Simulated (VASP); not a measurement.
# TiO2 (P4_2/mnm) in VASP: a series of runs

TiO2 is run at these levels: PBE; tasks: single point.

Everything below comes from runs of VASP 6.6.1. Logs are shortened: lines on timing, memory, paths and dates and some standing lists are left out, and cuts for length are marked.

## 1. The cell of the first run

Symmetry: P4_2/mnm, No. 136, tetragonal system. The conventional cell has a = 4.968 Å, b = 4.968 Å, c = 2.727 Å, α = 90.00°, β = 90.00°, γ = 90.00°. Ti (site symmetry mmm) has 6 O at 1.93 to 2.14 Å within 2.6 Å. Within 2.6 Å of O (site symmetry m2m) lie 3 Ti at 1.93 to 2.14 Å.

## 2. Single point, PBE

Contents of INCAR:

```
SYSTEM = TiO2
  PREC = Accurate
  ENCUT = 520
  EDIFF = 1E-7
  ISMEAR = 0
  SIGMA = 0.05
  LREAL = .FALSE.
  LASPH = .TRUE.
  NELM = 60
  ALGO = Normal
  ISIF = 2
  LWAVE = .FALSE.
  LCHARG = .FALSE.
  GGA = PE
  NBANDS = 33
```

Contents of KPOINTS:

```
regular mesh
0
G
  6 6 10
  0 0 0
```

Contents of POSCAR:

```
TiO2
1.0
    4.9684000000      0.0000000000      0.0000000000
    0.0000000000      4.9684000000      0.0000000000
    0.0000000000      0.0000000000      2.7268000000
Ti O
2 4
Direct
    0.0000000000      0.0000000000      0.0000000000
    0.5000000000      0.5000000000      0.5000000000
    0.3050970583      0.3050970583      0.0000000000
    0.1949029417      0.8050970583      0.5000000000
    0.6949029417      0.6949029417      0.0000000000
    0.8050970583      0.1949029417      0.5000000000
```

Potentials or basis: VASP PAW PBE potentials, release 64 (Ti_sv, O).

The run is started by

```console
$ cat potpaw_PBE.64/Ti_sv/POTCAR potpaw_PBE.64/O/POTCAR > POTCAR
$ mpirun -np 1 vasp_std > vasp.out
```

OUTCAR:

```text
SYSTEM = TiO2
   PREC = Accurate
   ENCUT = 520
   EDIFF = 1E-7
   ISMEAR = 0
   LREAL = .FALSE.
   LASPH = .TRUE.
   NELM = 60
   ISIF = 2
   GGA = PE

 ion  position               nearest neighbor table
   1  0.000  0.000  0.000-   4 1.93   6 1.93   4 1.93   6 1.93   5 2.14   3 2.14
   2  0.500  0.500  0.500-   3 1.93   5 1.93   3 1.93   5 1.93   4 2.14   6 2.14
   3  0.305  0.305  0.000-   2 1.93   2 1.93   1 2.14
   4  0.195  0.805  0.500-   1 1.93   1 1.93   2 2.14
   5  0.695  0.695  0.000-   2 1.93   2 1.93   1 2.14
   6  0.805  0.195  0.500-   1 1.93   1 1.93   2 2.14

  LATTYP: Found a simple tetragonal cell.
 ALAT       =     4.9684000000
 C/A-ratio  =     0.5488285967

  Lattice vectors:

 A1 = (   4.9684000000,   0.0000000000,   0.0000000000)
 A2 = (   0.0000000000,   4.9684000000,   0.0000000000)
 A3 = (   0.0000000000,   0.0000000000,   2.7268000000)

Analysis of symmetry for initial positions (statically):
=====================================================================
 Subroutine PRICEL returns:
 Original cell was already a primitive cell.

 Routine SETGRP: Setting up the symmetry group for a
 simple tetragonal supercell.

 Subroutine GETGRP returns: Found 16 space group operations
 (whereof  8 operations were pure point group operations)
 out of a pool of 16 trial point group operations.

The static configuration has the point symmetry D_2h.
 The point group associated with its full space group is D_4h.

Analysis of symmetry for dynamics (positions and initial velocities):
=====================================================================
 Subroutine PRICEL returns:
 Original cell was already a primitive cell.

 Routine SETGRP: Setting up the symmetry group for a
 simple tetragonal supercell.

 Subroutine GETGRP returns: Found 16 space group operations
 (whereof  8 operations were pure point group operations)
 out of a pool of 16 trial point group operations.

The dynamic configuration has the point symmetry D_2h.
 The point group associated with its full space group is D_4h.

 Subroutine INISYM returns: Found 16 space group operations
 (whereof  8 operations are pure point group operations),
 and found     1 'primitive' translations

----------------------------------------------------------------------------------------

                                     Primitive cell

  volume of cell :      67.3111

  direct lattice vectors                    reciprocal lattice vectors
     4.968400000  0.000000000  0.000000000     0.201272039  0.000000000  0.000000000
     0.000000000  4.968400000  0.000000000     0.000000000  0.201272039  0.000000000
     0.000000000  0.000000000  2.726800000     0.000000000  0.000000000  0.366730233

  length of vectors
     4.968400000  4.968400000  2.726800000     0.201272039  0.201272039  0.366730233

  position of ions in fractional coordinates (direct lattice)
     0.000000000  0.000000000  0.000000000
     0.500000000  0.500000000  0.500000000
     0.305097058  0.305097058  0.000000000
     0.194902942  0.805097058  0.500000000
     0.694902942  0.694902942  0.000000000
     0.805097058  0.194902942  0.500000000

  ion indices of the primitive-cell ions
   primitive index   ion index
                 1           1
                 2           2
                 3           3
                 4           4
                 5           5
                 6           6

----------------------------------------------------------------------------------------

 KPOINTS: regular mesh

Automatic generation of k-mesh.
 Grid dimensions read from file:
 generate k-points for:    6    6   10

 Generating k-lattice:

  Cartesian coordinates                     Fractional coordinates (reciprocal lattice)
     0.033545340  0.000000000  0.000000000     0.166666667  0.000000000  0.000000000
     0.000000000  0.033545340  0.000000000     0.000000000  0.166666667  0.000000000
     0.000000000  0.000000000  0.036673023     0.000000000  0.000000000  0.100000000

  Length of vectors
     0.033545340  0.033545340  0.036673023

  Shift w.r.t. Gamma in fractional coordinates (k-lattice)
     0.000000000  0.000000000  0.000000000

 Subroutine IBZKPT returns following result:
 ===========================================

 Found     60 irreducible k-points:

 Following reciprocal coordinates:
            Coordinates               Weight
  0.000000  0.000000  0.000000      1.000000
  0.166667  0.000000  0.000000      4.000000
  0.333333  0.000000  0.000000      4.000000
  0.500000  0.000000  0.000000      2.000000
  0.166667  0.166667  0.000000      4.000000
  0.333333  0.166667  0.000000      8.000000
[... 16 lines left out ...]
  0.333333  0.000000  0.200000      8.000000
  0.500000  0.000000  0.200000      4.000000
 [... further k-points ...]
   k-points           NKPTS =     60   k-points in BZ     NKDIM =     60   number of bands    NBANDS=     33
   number of dos      NEDOS =    301   number of ions     NIONS =      6
   total plane-waves  NPLWV =  32000
   dimension x,y,z NGX =    40 NGY =   40 NGZ =   20
   dimension x,y,z NGXF=    80 NGYF=   80 NGZF=   40
   ions per type =               2   4
   NGX,Y,Z   is equivalent  to a cutoff of  13.38, 13.38, 12.19 a.u.
   NGXF,Y,Z  is equivalent  to a cutoff of  26.77, 26.77, 24.39 a.u.
 SYSTEM =  TiO2
   PREC   = accura    normal or accurate (medium, high low for compatibility)
   ISTART =      0    job   : 0-new  1-cont  2-samecut
   ICHARG =      2    charge: 1-file 2-atom 10-const
   ISPIN  =      1    spin polarized calculation?
   LNONCOLLINEAR =      F non collinear calculations
   LSORBIT =      F    spin-orbit coupling
   LASPH  =      T    aspherical Exc in radial PAW
   ENCUT  =  520.0 eV  38.22 Ry    6.18 a.u.   9.24  9.24  5.07*2*pi/ulx,y,z
   NELM   =     60;   NELMIN=  2; NELMDL= -5     # of ELM steps
   EDIFF  = 0.1E-06   stopping-criterion for ELM
   LREAL  =      F    real-space projection
   EDIFFG = 0.1E-05   stopping-criterion for IOM
   NSW    =      0    number of steps for IOM
   IBRION =     -1    ionic relax: 0-MD 1-quasi-New 2-CG
   NFREE  =      0    steps in history (QN), initial steepest desc. (CG)
   ISIF   =      2    stress and relaxation
   ISYM   =      2    0-nonsym 1-usesym 2-fastsym
   POTIM  = 0.5000    time-step for ionic-motion
   TEBEG  =    0.0;   TEEND  =   0.0 temperature during run
   PSTRESS=    0.0 pullay stress
   NELECT =      48.0000    total number of electrons
   NUPDOWN=      -1.0000    fix difference up-down
   EMIN   =  10.00;   EMAX   =-10.00  energy-range for DOS
   EFERMI =   0.00;   METHOD = LEGACY
   ISMEAR =     0;   SIGMA  =   0.05  broadening in eV -4-tet -1-fermi 0-gaus
   EFERMI_NEDOS =   21; number of points for ismear=-14 and -15
   IALGO  =     38    algorithm
   IMIX   =      4    mixing-type and parameters
     AMIX     =   0.40;   BMIX     =  1.00
     AMIX_MAG =   1.60;   BMIX_MAG =  1.00
  volume/ion in A,a.u.               =      11.22        75.71
  Fermi-wavevector in a.u.,A,eV,Ry     =   1.462603  2.763919 29.105684  2.139207
  Thomas-Fermi vector in A             =   2.578797
   LORBIT       =      0    0 simple, 1 ext, 2 COOP (PROOUT), +10 PAW based schemes
   GGA     = PE    functional components
   LHFCALC =     F    Hartree Fock is set to
   AEXX    =    0.0000 exact exchange contribution
   IVDW    =     0    specifies the selected vdW correction
   LEPSILON=     F    determine dielectric tensor
   LRPA    =     F    only Hartree local field effects (RPA)
 non-spin polarized calculation
 Gauss-broadening in eV      SIGMA  =   0.05
  energy-cutoff  :      520.00
  volume of cell :       67.31
 maximum number of plane-waves:      1848
 NGX is ok and might be reduce to    40

 number of electron      48.0000005 magnetization

 Free energy of the ion-electron system (eV)
  ---------------------------------------------------
  ext. energy  EPLUGINS =         0.00000000
  ---------------------------------------------------
  free energy    TOTEN  =       -52.83387743 eV

  energy without entropy =      -52.83387743  energy(sigma->0) =      -52.83387743

 E-fermi :   3.8843     XC(G=0): -10.9456

 val. band max:        3.6789339592   @ k =   0.0000   0.0000   0.0000
 cond. band min:       5.2947939273   @ k =   0.5000   0.5000   0.0000
 fundamental gap:      1.6158599681
 Fermi energy:         3.8843155997

 k-point     1 :       0.0000    0.0000    0.0000
  band No.  band energies     occupation
      1     -52.9850      2.00000
      2     -52.9771      2.00000
      3     -29.2364      2.00000
      4     -29.2364      2.00000
      5     -29.1355      2.00000
      6     -29.1355      2.00000
[... 25 lines left out ...]
     32      10.2860      0.00000
     33      10.3157      0.00000

 k-point     2 :       0.1667    0.0000    0.0000
  band No.  band energies     occupation
      1     -52.9845      2.00000
      2     -52.9776      2.00000
      3     -29.2308      2.00000
      4     -29.2306      2.00000
      5     -29.1417      2.00000
      6     -29.1415      2.00000
[... 25 lines left out ...]
     32      10.1327      0.00000
     33      10.2740      0.00000

 k-point     3 :       0.3333    0.0000    0.0000
  band No.  band energies     occupation
      1     -52.9830      2.00000
      2     -52.9791      2.00000
      3     -29.2163      2.00000
      4     -29.2156      2.00000
      5     -29.1575      2.00000
      6     -29.1568      2.00000
[... 25 lines left out ...]
     32       9.6411      0.00000
     33      10.1932      0.00000

 k-point     4 :       0.5000    0.0000    0.0000
  band No.  band energies     occupation
      1     -52.9810      2.00000
      2     -52.9810      2.00000
      3     -29.2042      2.00000
      4     -29.2042      2.00000
      5     -29.1692      2.00000
      6     -29.1692      2.00000
[... 673 lines left out ...]
     32       9.4752      0.00000
     33      10.0584      0.00000

 k-point    23 :       0.3333    0.0000    0.2000
  band No.  band energies     occupation
      1     -52.9506      2.00000
      2     -52.9474      2.00000
      3     -29.2247      2.00000
      4     -29.2195      2.00000
      5     -29.1598      2.00000
      6     -29.1572      2.00000
[... 25 lines left out ...]
     32       8.9422      0.00000
     33      10.0838      0.00000

 k-point    24 :       0.5000    0.0000    0.2000
  band No.  band energies     occupation
      1     -52.9490      2.00000
      2     -52.9490      2.00000
      3     -29.2233      2.00000
      4     -29.2233      2.00000
      5     -29.1406      2.00000
      6     -29.1406      2.00000
[... 25 lines left out ...]
     32       8.5575      0.00000
     33      10.2344      0.00000

 [... further k-points ...]

------------------------ aborting loop because EDIFF is reached ----------------------------------------

  FORCE on cell =-STRESS in cart. coord.  units (eV):
  Direction    XX          YY          ZZ          XY          YZ          ZX
  --------------------------------------------------------------------------------------
  -------------------------------------------------------------------------------------
  Total       -6.4181209     -6.4181209     10.6172484      0.0000000      0.0000000      0.0000000
  in kB     -152.7678926   -152.7678926    252.7179954      0.0000000      0.0000000      0.0000000
  external PRESSURE =     -17.6059299 kB  Pullay stress =       0.0000000 kB

 VOLUME and BASIS-vectors are now :
 -----------------------------------------------------------------------------
  energy-cutoff  :      520.00
  volume of cell :       67.31
      direct lattice vectors                 reciprocal lattice vectors
     4.968400000  0.000000000  0.000000000     0.201272039  0.000000000  0.000000000
     0.000000000  4.968400000  0.000000000     0.000000000  0.201272039  0.000000000
     0.000000000  0.000000000  2.726800000     0.000000000  0.000000000  0.366730233

 POSITION                                       TOTAL-FORCE (eV/Angst)
 -----------------------------------------------------------------------------------
      0.00000      0.00000      0.00000        -0.000000     -0.000000      0.000000
      2.48420      2.48420      1.36340        -0.000000     -0.000000      0.000000
      1.51584      1.51584      0.00000         0.301601      0.301601      0.000000
      0.96836      4.00004      1.36340        -0.301601      0.301601      0.000000
      3.45256      3.45256      0.00000        -0.301601     -0.301601     -0.000000
      4.00004      0.96836      1.36340         0.301601     -0.301601     -0.000000
 -----------------------------------------------------------------------------------
    total drift:                                0.000000     -0.000000     -0.000000

  FREE ENERGIE OF THE ION-ELECTRON SYSTEM (eV)
  ---------------------------------------------------
  free  energy   TOTEN  =       -52.8338774348 eV

  energy  without entropy=      -52.8338774348  energy(sigma->0) =      -52.83387743
```

Run time: 3.9 min. Hardware: 1 thread of AMD EPYC 7R43 (Zen 3), shared host; peak memory 0.22 GiB.

Results:

* Free energy: -52.8339 eV
* Pressure: -1.8 GPa
* Largest force: 0.427 eV/Å
* Band gap on the k mesh: 1.62 eV (least direct gap 1.63 eV)

Forces on the atoms (eV/Å):
```
Ti   0.000  0.000  0.000
Ti   0.000  0.000  0.000
O    0.302  0.302  0.000
O   -0.302  0.302  0.000
O   -0.302 -0.302  0.000
O    0.302 -0.302  0.000
```

Levels at points of the mesh, in eV from the valence-band top:
```
           k point  band 20  band 21  band 22  band 23  band 24  band 25  band 26  band 27  band 28  band 29
(0.00, 0.00, 0.00)    -0.72    -0.41    -0.41    -0.33     0.00     1.63     1.73     3.06     3.06     3.13
(0.50, 0.00, 0.00)    -2.70    -0.70    -0.70    -0.50    -0.50     2.24     2.24     3.30     3.30     3.94
(0.50, 0.50, 0.00)    -2.15    -0.99    -0.99    -0.34    -0.34     1.62     1.62     3.06     3.06     4.15
(0.00, 0.00, 0.50)    -2.93    -1.46    -1.46    -1.39    -1.39     2.89     2.89     3.39     3.39     4.27
(0.50, 0.00, 0.50)    -1.94    -1.90    -1.90    -0.75    -0.75     2.10     2.10     3.66     3.66     4.12
(0.50, 0.50, 0.50)    -2.86    -0.84    -0.84    -0.79    -0.79     2.69     2.69     3.07     3.07     4.28
```

A k mesh can miss the band edges. As with any semilocal functional, this PBE gap is likely too small.

## 3. Single point, PBE

This run uses another cell than the first one, of the same volume but with other edges.

Contents of INCAR:

```
SYSTEM = TiO2
  ALGO = Normal
  EDIFF = 1E-6
  ENCUT = 520
  GGA = PE
  ISIF = 2
  ISMEAR = 0
  LASPH = .True.
  LCHARG = .False.
  LREAL = .False.
  LWAVE = .False.
  NBANDS = 33
  NELM = 100
  PREC = Accurate
  SIGMA = 0.05
```

Contents of KPOINTS:

```
k-points
0
Gamma
  6 6 10
  0 0 0
```

POSCAR, as its differences from that of step 2:

```diff
@@ -2,5 +2,5 @@
 1.0
-    4.9684000000      0.0000000000      0.0000000000
-    0.0000000000      4.9684000000      0.0000000000
-    0.0000000000      0.0000000000      2.7268000000
+    4.6433998178      0.0000000000      0.0000000000
+    0.0000000000      4.6433998178      0.0000000000
+    0.0000000000      0.0000000000      3.1219000000
 Ti O
```

Potentials or basis: VASP PAW PBE potentials, release 64 (Ti_sv, O).

The run is started by

```console
$ cat potpaw_PBE.64/Ti_sv/POTCAR potpaw_PBE.64/O/POTCAR > POTCAR
$ mpirun -np 1 vasp_std > vasp.out
```

Wall time 5.7 min (1 thread of AMD EPYC 7R43 (Zen 3), shared host); peak memory 0.2 GiB.

Results (log left out):

```
Free energy            : -53.4568 eV
Pressure               : -11.5 GPa
Largest force          : 0.113 eV/Å
Band gap on the k mesh : 1.63 eV
```

Forces on the atoms (eV/Å):
```
Ti   0.000  0.000  0.000
Ti   0.000  0.000  0.000
O    0.080  0.080  0.000
O   -0.080  0.080  0.000
O   -0.080 -0.080  0.000
O    0.080 -0.080  0.000
```

Stress tensor (GPa, compression positive):
```
 -7.05   0.00   0.00
  0.00  -7.05   0.00
  0.00   0.00 -20.50
```

Levels at points of the mesh, in eV from the valence-band top:
| k point | band 22 | band 23 | band 24 | band 25 | band 26 | band 27 |
| --- | --- | --- | --- | --- | --- | --- |
| (0.00, 0.00, 0.00) | -0.43 | -0.43 | 0.00 | 1.63 | 1.94 | 1.98 |
| (0.50, 0.00, 0.00) | -1.82 | -0.70 | -0.70 | 2.22 | 2.22 | 2.58 |
| (0.50, 0.50, 0.00) | -1.50 | -1.02 | -1.02 | 1.69 | 1.69 | 2.09 |
| (0.00, 0.00, 0.50) | -2.27 | -1.36 | -1.36 | 2.46 | 2.46 | 2.64 |
| (0.50, 0.00, 0.50) | -1.91 | -0.97 | -0.97 | 1.67 | 1.67 | 2.50 |
| (0.50, 0.50, 0.50) | -1.22 | -0.66 | -0.66 | 2.29 | 2.29 | 2.51 |

Caveat: the cell stands under tension. A k mesh can miss the band edges.

## 4. Single point, PBE

This run uses another cell than the first one, of 11.36 Å³/atom.

Contents of INCAR:

```
ALGO = Normal
EDIFF = 1E-6
ENCUT = 520
GGA = PE
ISIF = 2
ISMEAR = 0
LASPH = True
LCHARG = False
LREAL = False
LWAVE = False
NBANDS = 33
NELM = 100
PREC = Accurate
SIGMA = 0.05
```

Contents of KPOINTS:

```
k-points
0
Gamma
  6 6 10
```

POSCAR, as its differences from that of step 3:

```diff
@@ -2,5 +2,5 @@
 1.0
-    4.6433998178      0.0000000000      0.0000000000
-    0.0000000000      4.6433998178      0.0000000000
-    0.0000000000      0.0000000000      3.1219000000
+    4.8601000000      0.0000000000      0.0000000000
+    0.0000000000      4.8601000000      0.0000000000
+    0.0000000000      0.0000000000      2.8848000000
 Ti O
```

The run is started by

```console
$ cat potpaw_PBE.64/Ti_sv/POTCAR potpaw_PBE.64/O/POTCAR > POTCAR
$ mpirun -np 1 vasp_std > vasp.out
```

Wall time 3.3 min (1 thread of AMD EPYC 7R43 (Zen 3), shared host); peak memory 0.21 GiB.

Results (log left out):

| Item | Value |
| --- | --- |
| Free energy | -53.4085 eV |
| Pressure | -9.0 GPa |
| Largest force | 0.443 eV/Å |
| Band gap on the k mesh | 1.82 eV (least direct gap 1.83 eV) |

Forces in eV/Å, atoms in the order of the input:
```
Ti   0.000  0.000  0.000
Ti   0.000  0.000  0.000
O    0.313  0.313  0.000
O   -0.313  0.313  0.000
O   -0.313 -0.313  0.000
O    0.313 -0.313  0.000
```

Stress tensor (GPa, compression positive):
```
-13.99   0.00   0.00
  0.00 -13.99   0.00
  0.00   0.00   0.93
```

Levels at points of the mesh, in eV from the valence-band top:
```tsv
k point	band 22	band 23	band 24	band 25	band 26	band 27
(0.00, 0.00, 0.00)	-0.30	-0.28	-0.01	1.82	1.99	2.70
(0.50, 0.00, 0.00)	-0.93	-0.54	-0.54	2.41	2.41	3.03
(0.50, 0.50, 0.00)	-0.90	-0.72	-0.72	1.82	1.82	2.71
(0.00, 0.00, 0.50)	-1.62	-1.25	-1.25	2.82	2.82	3.45
(0.50, 0.00, 0.50)	-1.75	-0.72	-0.72	2.00	2.00	3.58
(0.50, 0.50, 0.50)	-0.86	-0.60	-0.60	2.58	2.58	3.10
```

Caveat: the cell stands under tension.

(Part 1 of 2 ends here.)
